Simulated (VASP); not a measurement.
Input of a VASP 6.6.1 run:

INCAR

```
AGGAC = 1.0
AGGAX = 1.0
ALDAC = 0.0
ALDAX = 1.0
ALGO = Normal
EDIFF = 1E-6
ENCUT = 500
GGA = B5
GGA_COMPAT = False
ISIF = 2
ISMEAR = -4
LASPH = True
LCHARG = False
LREAL = False
LWAVE = False
NBANDS = 11
NELM = 120
PREC = Accurate
SIGMA = 0.1
```

KPOINTS

```
k-points
0
Gamma
  4 4 4
```

POSCAR

```
BAs
1.0
    0.0000000000      2.4068086885      2.4068086885
    2.4068086885      0.0000000000      2.4068086885
    2.4068086885      2.4068086885      0.0000000000
B As
1 1
Direct
    0.2500000000      0.2500000000      0.2500000000
    0.0000000000      0.0000000000      0.0000000000
```

Potentials or basis: VASP PAW PBE potentials, release 64 (B, As).

Launch:

```sh
$ cat potpaw_PBE.64/B/POTCAR potpaw_PBE.64/As/POTCAR > POTCAR
$ mpirun -np 1 vasp_std > vasp.out
```

(1) Predict the pressure.

(2) Estimate the band gap on the k mesh.

## Answers

(1) 5.8 GPa.

(2) 1.67 eV, indirect (least direct gap 3.33 eV).

Caveat: the k points lie up to 0.57 Å⁻¹ apart; the PAW data sets were made with another functional, which shifts forces and pressure a little.
